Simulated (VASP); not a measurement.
Runs of VASP 6.6.1 on TcIr. The structure is that of space group Pm-3m (No. 221), or close to it. The cells are those of the table. 

| cell | k mesh | gap on the mesh (eV) | pressure (GPa) |
| --- | --- | --- | --- |
| a = 3.060 Å, 2 atoms | 7 × 7 × 7 | none | -3.6 |
| a = 3.050 Å, 2 atoms | 8 × 8 × 8 | none | -0.4 |
| a = 3.050 Å, 2 atoms | 7 × 7 × 7 | none | (a) |
| a = 3.039 Å, 2 atoms | 7 × 7 × 7 | none | 3.3 |

Alike in all rows: task single point; level LDA; potentials or basis VASP PAW LDA potentials, release 64 (Ir_sv_GW, Tc_sv); no spin polarisation; cutoff (eV) 560; smearing gaussian 0.05 eV.

Problem. Estimate the missing entries.

Solution. (a) -0.3.

Caveats: spin-orbit coupling is left out, which moves the levels of the heavy elements; the cell stands under tension (at least some runs); the cell stands under pressure (at least some runs).

A k mesh can miss the band edges, and the runs leave out spin-orbit coupling on Ir, Tc.

A gap of «none» marks levels without a gap at the run's occupations.
